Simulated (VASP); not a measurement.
The system is LiCl.

```
Li Cl
1.0
     4.16187    0.00000    0.00000
    -2.08094    3.60429    0.00000
     0.00000    0.00000    5.23255
Li Cl
2 2
Direct
  0.33333 0.66667 0.25000
  0.66667 0.33333 0.75000
  0.66667 0.33333 0.25000
  0.33333 0.66667 0.75000
```

Base run:

```yaml
Program: VASP 6.6.1
Functional: r2SCAN
Potentials_or_basis: VASP PAW PBE potentials, release 64 (Li_sv, Cl)
Cutoff: 520 eV
k_mesh: 12 × 12 × 6
Occupations: gaussian, width 0.01 eV
Spin: no spin polarisation
```

Its results: band gap on the k mesh 6.35 eV.

The run is repeated on the same cell with these changes: functional from r2SCAN to PBE. What comes out?

Band gap on the k mesh 5.66 eV.

A k mesh can miss the band edges.
